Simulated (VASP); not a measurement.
# Pt (I4/mmm) in VASP: notebook

Pt is run at these levels: PBEsol; tasks: single point.

Everything below comes from runs of VASP 6.6.1. Logs are shortened: lines on timing, memory, paths and dates and some standing lists are left out, and cuts for length are marked.

## 1. The cell of the first run

It takes space group I4/mmm (No. 139, tetragonal). The conventional cell has a = 3.168 Å, b = 3.168 Å, c = 3.153 Å, α = 90.00°, β = 90.00°, γ = 90.00°. Pt (site symmetry 4/mmm) has 14 Pt at 2.74 to 3.17 Å within 3.6 Å.

This isn't the form of Pt at room conditions, which is fcc.

## 2. Single point, PBEsol (strain -0.0050 x Voigt [1, 0, 0, 0, 0, 0])

INCAR reads:

```
SYSTEM = Pt
ALGO = Fast
EDIFF = 1E-7
ENCUT = 520
GGA = PS
ISIF = 2
ISMEAR = 0
LASPH = .TRUE.
LCHARG = .FALSE.
LREAL = .FALSE.
LWAVE = .FALSE.
NBANDS = 11
NELM = 100
PREC = Accurate
SIGMA = 0.15
```

KPOINTS reads:

```
k-points
0
G
  22 22 22
  0 0 0
```

POSCAR reads:

```
Pt
1.0
   -1.5762989000      1.5842200000      1.5842200000
    1.5762989000     -1.5842200000      1.5842200000
    1.5762989000      1.5842200000     -1.5842200000
Pt
1
Direct
    0.0000000000      0.0000000000      0.0000000000
```

Potentials or basis: VASP PAW PBE potentials, release 64 (Pt).

The run is started by

```bash
> cat potpaw_PBE.64/Pt/POTCAR > POTCAR
> mpirun -np 1 vasp_std > vasp.out
```

OUTCAR:

```text
SYSTEM = Pt
   EDIFF = 1E-7
   ENCUT = 520
   GGA = PS
   ISIF = 2
   ISMEAR = 0
   LASPH = .TRUE.
   LREAL = .FALSE.
   NELM = 100
   PREC = Accurate

 ion  position               nearest neighbor table
   1  0.000  0.000  0.000-

  LATTYP: Found a body centered tetragonal cell.
 ALAT       =     3.1684400000
 C/A-ratio  =     0.9950000000

  Lattice vectors:

 A1 = (  -1.5762989000,   1.5842200000,  -1.5842200000)
 A2 = (  -1.5762989000,  -1.5842200000,   1.5842200000)
 A3 = (   1.5762989000,   1.5842200000,   1.5842200000)

Analysis of symmetry for initial positions (statically):
=====================================================================
 Subroutine PRICEL returns:
 Original cell was already a primitive cell.

 Routine SETGRP: Setting up the symmetry group for a
 body centered tetragonal supercell.

 Subroutine GETGRP returns: Found 16 space group operations
 (whereof 16 operations were pure point group operations)
 out of a pool of 16 trial point group operations.

The static configuration has the point symmetry D_4h.

Analysis of symmetry for dynamics (positions and initial velocities):
=====================================================================
 Subroutine PRICEL returns:
 Original cell was already a primitive cell.

 Routine SETGRP: Setting up the symmetry group for a
 body centered tetragonal supercell.

 Subroutine GETGRP returns: Found 16 space group operations
 (whereof 16 operations were pure point group operations)
 out of a pool of 16 trial point group operations.

The dynamic configuration has the point symmetry D_4h.

 Subroutine INISYM returns: Found 16 space group operations
 (whereof 16 operations are pure point group operations),
 and found     1 'primitive' translations

----------------------------------------------------------------------------------------

                                     Primitive cell

  volume of cell :      15.8245

  direct lattice vectors                    reciprocal lattice vectors
    -1.576298900  1.584220000  1.584220000     0.000000000  0.315612731  0.315612731
     1.576298900 -1.584220000  1.584220000     0.317198724  0.000000000  0.315612731
     1.576298900  1.584220000 -1.584220000     0.317198724  0.315612731  0.000000000

  length of vectors
     2.739383916  2.739383916  2.739383916     0.446343804  0.447466676  0.447466676

  position of ions in fractional coordinates (direct lattice)
     0.000000000  0.000000000  0.000000000

  ion indices of the primitive-cell ions
   primitive index   ion index
                 1           1

----------------------------------------------------------------------------------------

 KPOINTS: k-points

Automatic generation of k-mesh.
 Grid dimensions read from file:
 generate k-points for:   22   22   22

 Generating k-lattice:

  Cartesian coordinates                     Fractional coordinates (reciprocal lattice)
     0.000000000  0.014346033  0.014346033     0.045454545  0.000000000  0.000000000
     0.014418124  0.000000000  0.014346033     0.000000000  0.045454545  0.000000000
     0.014418124  0.014346033  0.000000000     0.000000000  0.000000000  0.045454545

  Length of vectors
     0.020288355  0.020339394  0.020339394

  Shift w.r.t. Gamma in fractional coordinates (k-lattice)
     0.000000000  0.000000000  0.000000000

 Subroutine IBZKPT returns following result:
 ===========================================

 Found    834 irreducible k-points:

 Following reciprocal coordinates:
            Coordinates               Weight
  0.000000  0.000000  0.000000      1.000000
  0.045455  0.000000  0.000000      4.000000
  0.090909  0.000000  0.000000      4.000000
  0.136364  0.000000  0.000000      4.000000
  0.181818  0.000000  0.000000      4.000000
  0.227273  0.000000  0.000000      4.000000
[... 16 lines left out ...]
  0.454545  0.045455  0.000000     16.000000
 -0.000000  0.090909  0.000000      8.000000
 [... further k-points ...]
   k-points           NKPTS =    834   k-points in BZ     NKDIM =    834   number of bands    NBANDS=     11
   number of dos      NEDOS =    301   number of ions     NIONS =      1
   total plane-waves  NPLWV =   8000
   dimension x,y,z NGX =    20 NGY =   20 NGZ =   20
   dimension x,y,z NGXF=    40 NGYF=   40 NGZF=   40
   ions per type =               1
   NGX,Y,Z   is equivalent  to a cutoff of  12.14, 12.14, 12.14 a.u.
   NGXF,Y,Z  is equivalent  to a cutoff of  24.27, 24.27, 24.27 a.u.
 SYSTEM =  Pt
   PREC   = accura    normal or accurate (medium, high low for compatibility)
   ISTART =      0    job   : 0-new  1-cont  2-samecut
   ICHARG =      2    charge: 1-file 2-atom 10-const
   ISPIN  =      1    spin polarized calculation?
   LNONCOLLINEAR =      F non collinear calculations
   LSORBIT =      F    spin-orbit coupling
   LASPH  =      T    aspherical Exc in radial PAW
   ENCUT  =  520.0 eV  38.22 Ry    6.18 a.u.   5.09  5.09  5.09*2*pi/ulx,y,z
   NELM   =    100;   NELMIN=  2; NELMDL= -5     # of ELM steps
   EDIFF  = 0.1E-06   stopping-criterion for ELM
   LREAL  =      F    real-space projection
   EDIFFG = 0.1E-05   stopping-criterion for IOM
   NSW    =      0    number of steps for IOM
   IBRION =     -1    ionic relax: 0-MD 1-quasi-New 2-CG
   NFREE  =      0    steps in history (QN), initial steepest desc. (CG)
   ISIF   =      2    stress and relaxation
   ISYM   =      2    0-nonsym 1-usesym 2-fastsym
   POTIM  = 0.5000    time-step for ionic-motion
   TEBEG  =    0.0;   TEEND  =   0.0 temperature during run
   PSTRESS=    0.0 pullay stress
   NELECT =      10.0000    total number of electrons
   NUPDOWN=      -1.0000    fix difference up-down
   EMIN   =  10.00;   EMAX   =-10.00  energy-range for DOS
   EFERMI =   0.00;   METHOD = LEGACY
   ISMEAR =     0;   SIGMA  =   0.15  broadening in eV -4-tet -1-fermi 0-gaus
   EFERMI_NEDOS =   21; number of points for ismear=-14 and -15
   IALGO  =     68    algorithm
   IMIX   =      4    mixing-type and parameters
     AMIX     =   0.40;   BMIX     =  1.00
     AMIX_MAG =   1.60;   BMIX_MAG =  1.00
  volume/ion in A,a.u.               =      15.82       106.79
  Fermi-wavevector in a.u.,A,eV,Ry     =   1.404855  2.654792 26.852715  1.973619
  Thomas-Fermi vector in A             =   2.527375
   LORBIT       =      0    0 simple, 1 ext, 2 COOP (PROOUT), +10 PAW based schemes
   GGA     = PS    functional components
   LHFCALC =     F    Hartree Fock is set to
   AEXX    =    0.0000 exact exchange contribution
   IVDW    =     0    specifies the selected vdW correction
   LEPSILON=     F    determine dielectric tensor
   LRPA    =     F    only Hartree local field effects (RPA)
 non-spin polarized calculation
 RMM-DIIS sequential band-by-band and
 Gauss-broadening in eV      SIGMA  =   0.15
  energy-cutoff  :      520.00
  volume of cell :       15.82
 maximum number of plane-waves:       438
   NGX = 11   NGY = 11   NGZ = 11

 number of electron      10.0000000 magnetization

 number of electron       9.9999999 magnetization

 Free energy of the ion-electron system (eV)
  ---------------------------------------------------
  ext. energy  EPLUGINS =         0.00000000
  ---------------------------------------------------
  free energy    TOTEN  =        -6.83479597 eV

  energy without entropy =       -6.82162884  energy(sigma->0) =       -6.82821240

 E-fermi :   9.9715     XC(G=0): -13.3378

 val. band max:        9.9687265826   @ k =   0.5000  -0.3636   0.1818
 cond. band min:       9.9721526543   @ k =  -0.3636   0.4091   0.0909
 fundamental gap:      0.0034260717
 Fermi energy:         9.9715258445

 k-point     1 :       0.0000    0.0000    0.0000
  band No.  band energies     occupation
      1       0.4429      2.00000
      2       6.4850      2.00000
      3       6.5273      2.00000
      4       6.5273      2.00000
      5       8.9904      2.00000
      6       9.0458      2.00000
      7      27.0441      0.00000
      8      27.0441      0.00000
      9      27.1409      0.00000
     10      37.0387      0.00000
     11      37.1026      0.00000

 k-point     2 :       0.0455    0.0000    0.0000
  band No.  band energies     occupation
      1       0.5270      2.00000
      2       6.4858      2.00000
      3       6.4943      2.00000
      4       6.5945      2.00000
      5       8.9462      2.00000
      6       9.0471      2.00000
      7      27.0869      0.00000
      8      27.1159      0.00000
      9      27.2641      0.00000
     10      35.4877      0.00000
     11      35.9747      0.00000

 k-point     3 :       0.0909    0.0000    0.0000
  band No.  band energies     occupation
      1       0.7748      2.00000
      2       6.3996      2.00000
      3       6.4847      2.00000
      4       6.7940      2.00000
      5       8.8312      2.00000
      6       9.0522      2.00000
      7      27.1782      0.00000
      8      27.2600      0.00000
      9      27.6278      0.00000
     10      34.0456      0.00000
     11      34.4635      0.00000

 k-point     4 :       0.1364    0.0000    0.0000
  band No.  band energies     occupation
      1       1.1714      2.00000
      2       6.2539      2.00000
      3       6.4745      2.00000
      4       7.1194      2.00000
      5       8.6918      2.00000
      6       9.0629      2.00000
      7      27.1953      0.00000
      8      27.2250      0.00000
      9      28.2147      0.00000
     10      33.0068      0.00000
     11      33.0838      0.00000

 k-point     5 :       0.1818    0.0000    0.0000
  band No.  band energies     occupation
      1       1.6862      2.00000
      2       6.0731      2.00000
      3       6.4595      2.00000
      4       7.5598      2.00000
      5       8.5835      2.00000
      6       9.0819      2.00000
      7      26.5894      0.00000
      8      26.9533      0.00000
      9      28.9980      0.00000
     10      32.3353      0.00000
     11      32.5757      0.00000
[... 211 lines left out ...]
 k-point    21 :       0.3636    0.0455    0.0000
  band No.  band energies     occupation
      1       3.4630      2.00000
      2       5.2863      2.00000
      3       7.9778      2.00000
      4       8.8569      2.00000
      5       9.3419      2.00000
      6      10.4601      0.00000
      7      18.8467      0.00000
      8      23.9496      0.00000
      9      27.0048      0.00000
     10      33.4438      0.00000
     11      34.1440      0.00000

 k-point    22 :       0.4091    0.0455    0.0000
  band No.  band energies     occupation
      1       3.4756      2.00000
      2       5.1912      2.00000
      3       8.5502      2.00000
      4       9.0160      2.00000
      5       9.5969      1.99959
      6      11.0155      0.00000
      7      17.3139      0.00000
      8      23.5349      0.00000
      9      26.1662      0.00000
     10      33.9448      0.00000
     11      34.4399      0.00000

 k-point    23 :       0.4545    0.0455    0.0000
  band No.  band energies     occupation
      1       3.4658      2.00000
      2       5.1424      2.00000
      3       8.7615      2.00000
      4       9.0819      2.00000
      5       9.9765      0.96260
      6      11.3959      0.00000
      7      16.3255      0.00000
      8      23.3215      0.00000
      9      25.7130      0.00000
     10      33.8993      0.00000
     11      34.7928      0.00000

 k-point    24 :      -0.0000    0.0909    0.0000
  band No.  band energies     occupation
      1       0.7766      2.00000
      2       6.3750      2.00000
      3       6.5234      2.00000
      4       6.7749      2.00000
      5       8.8696      2.00000
      6       9.0183      2.00000
      7      27.2080      0.00000
      8      27.3239      0.00000
      9      27.5349      0.00000
     10      34.0918      0.00000
     11      34.5579      0.00000

 [... further k-points ...]

------------------------ aborting loop because EDIFF is reached ----------------------------------------

  FORCE on cell =-STRESS in cart. coord.  units (eV):
  Direction    XX          YY          ZZ          XY          YZ          ZX
  --------------------------------------------------------------------------------------
  -------------------------------------------------------------------------------------
  Total       -1.0386949     -0.9885507     -0.9885507      0.0000000      0.0000000     -0.0000000
  in kB     -105.1644718   -100.0875312   -100.0875312      0.0000000      0.0000000     -0.0000000
  external PRESSURE =    -101.7798447 kB  Pullay stress =       0.0000000 kB

 VOLUME and BASIS-vectors are now :
 -----------------------------------------------------------------------------
  energy-cutoff  :      520.00
  volume of cell :       15.82
      direct lattice vectors                 reciprocal lattice vectors
    -1.576298900  1.584220000  1.584220000     0.000000000  0.315612731  0.315612731
     1.576298900 -1.584220000  1.584220000     0.317198724  0.000000000  0.315612731
     1.576298900  1.584220000 -1.584220000     0.317198724  0.315612731  0.000000000

 POSITION                                       TOTAL-FORCE (eV/Angst)
 -----------------------------------------------------------------------------------
      0.00000      0.00000      0.00000         0.000000      0.000000      0.000000
 -----------------------------------------------------------------------------------
    total drift:                                0.000000      0.000000      0.000000

  FREE ENERGIE OF THE ION-ELECTRON SYSTEM (eV)
  ---------------------------------------------------
  free  energy   TOTEN  =        -6.8347959668 eV

  energy  without entropy=       -6.8216288409  energy(sigma->0) =       -6.82821240
```

Wall time 59 s (1 thread of Intel Xeon Platinum 8559C (Emerald Rapids), shared host); peak memory 0.25 GiB.

What came out:

```yaml
Free_energy: -6.8348 eV
Pressure: -10.2 GPa
Band_gap_on_the_k_mesh: zero (bands 5 and 6 overlap by 2.12 eV)
```

Levels at points of the mesh, in eV from the Fermi level:
```
           k point  band 1  band 2  band 3  band 4  band 5  band 6  band 7  band 8  band 9  band 10
(0.00, 0.00, 0.00)   -9.53   -3.49   -3.44   -3.44   -0.98   -0.93   17.07   17.07   17.17    27.07
(0.50, 0.00, 0.00)   -6.56   -4.85   -1.18   -0.65    0.21    1.07    6.24   13.29   15.89    23.95
(0.00, 0.50, 0.00)   -6.56   -4.90   -1.12   -0.62    0.24    1.07    6.28   13.23   15.77    24.08
(0.50, 0.50, 0.50)   -6.04   -6.04    0.54    0.54    0.56    7.57    7.57    7.72   12.71    18.95
```

Caveat: the cell differs from its parent crystal (strain -0.0050 x Voigt [1, 0, 0, 0, 0, 0]); the cell stands under tension; the PAW data sets were made with another functional, which shifts forces and pressure a little; spin-orbit coupling is left out, which moves the levels of the heavy elements.

## 3. Single point, PBEsol (strain +0.0050 x Voigt [1, 0, 0, 0, 0, 0])

INCAR reads:

```
  ALGO = Fast
  EDIFF = 1E-6
  ENCUT = 520
  GGA = PS
  ISIF = 2
  ISMEAR = 0
  LASPH = T
  LCHARG = T
  LELF = T
  LREAL = F
  LVHAR = T
  LWAVE = F
  NBANDS = 11
  NELM = 100
  PREC = Accurate
  SIGMA = 0.15
```

KPOINTS reads:

```
k-points
0
Gamma
  22 22 22
```

POSCAR reads:

```
Pt
1.0
   -1.5921411000      1.5842200000      1.5842200000
    1.5921411000     -1.5842200000      1.5842200000
    1.5921411000      1.5842200000     -1.5842200000
Pt
1
Direct
    0.0000000000      0.0000000000      0.0000000000
```

Potentials or basis: VASP PAW PBE potentials, release 64 (Pt).

The run is started by

```bash
> cat potpaw_PBE.64/Pt/POTCAR > POTCAR
> mpirun -np 1 vasp_std > vasp.out
```

Wall time 54 s (1 thread of Intel Xeon Platinum 8559C (Emerald Rapids), shared host); peak memory 0.25 GiB.

It converged, with:

- Free energy: -6.8237 eV
- Pressure: -12.3 GPa
- Band gap on the k mesh: zero (bands 5 and 6 overlap by 2.08 eV)

Stress tensor (GPa, compression positive):
```
-12.03   0.00   0.00
  0.00 -12.51   0.00
  0.00   0.00 -12.51
```

Levels at points of the mesh, in eV from the Fermi level:
| k point | band 1 | band 2 | band 3 | band 4 | band 5 | band 6 | band 7 | band 8 | band 9 | band 10 |
| --- | --- | --- | --- | --- | --- | --- | --- | --- | --- | --- |
| (0.00, 0.00, 0.00) | -9.43 | -3.42 | -3.42 | -3.38 | -0.96 | -0.91 | 17.04 | 17.14 | 17.14 | 26.95 |
| (0.50, 0.00, 0.00) | -6.46 | -4.84 | -1.09 | -0.61 | 0.28 | 1.05 | 6.21 | 13.21 | 15.64 | 24.07 |
| (0.00, 0.50, 0.00) | -6.47 | -4.79 | -1.14 | -0.63 | 0.25 | 1.05 | 6.17 | 13.27 | 15.76 | 23.94 |
| (0.50, 0.50, 0.50) | -5.95 | -5.94 | 0.53 | 0.54 | 0.54 | 7.50 | 7.65 | 7.65 | 12.57 | 18.81 |

Caveat: the cell differs from its parent crystal (strain +0.0050 x Voigt [1, 0, 0, 0, 0, 0]); the cell stands under tension; the PAW data sets were made with another functional, which shifts forces and pressure a little; spin-orbit coupling is left out, which moves the levels of the heavy elements.

(Continued in part 2 of 2.)
